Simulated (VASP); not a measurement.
Wanted: the native input for a VASP 6.6.1 run.

```
Task                   : single point
Functional             : PBEsol
Potentials or basis    : VASP PAW PBE potentials, release 64 (Zn, S)
Cutoff                 : 520 eV
k mesh                 : 10 × 10 × 10
Occupations            : gaussian, width 0.02 eV
Spin                   : no spin polarisation
Dipole correction      : no
Further INCAR settings : ALGO = Normal; EDIFF = 1e-07; NBANDS = 16
```

The structure of ZnS lies in POSCAR:

```
ZnS
1.0
    0.0000000000      2.6780455349      2.6780455349
    2.6780455349      0.0000000000      2.6780455349
    2.6780455349      2.6780455349      0.0000000000
Zn S
1 1
Direct
    0.0000000000      0.0000000000      0.0000000000
    0.2500000000      0.2500000000      0.2500000000
```

These files were run (other wordings do the same):

INCAR

```
SYSTEM = ZnS
PREC = Accurate
ENCUT = 520
EDIFF = 1E-7
ISMEAR = 0
SIGMA = 0.02
LREAL = .FALSE.
LASPH = .TRUE.
NELM = 80
ALGO = Normal
ISIF = 2
LWAVE = .FALSE.
LCHARG = .FALSE.
GGA = PS
NBANDS = 16
```

KPOINTS

```
regular mesh
0
G
  10 10 10
  0 0 0
```

Potentials or basis: VASP PAW PBE potentials, release 64 (Zn, S).

Command:

```console
$ cat potpaw_PBE.64/Zn/POTCAR potpaw_PBE.64/S/POTCAR > POTCAR
$ mpirun -np 1 vasp_std > vasp.out
```

It gave:

```json
{
 "Pressure": "0.2 GPa",
 "Band gap on the k mesh": "2.09 eV, direct"
}
```

Caveat: the PAW data sets were made with another functional, which shifts forces and pressure a little.

Wall time 21 s on 1 thread of Intel(R) Xeon(R) Platinum 8259CL CPU @ 2.50GHz (Skylake/Cascade Lake), on a shared host, peak memory 0.16 GiB.
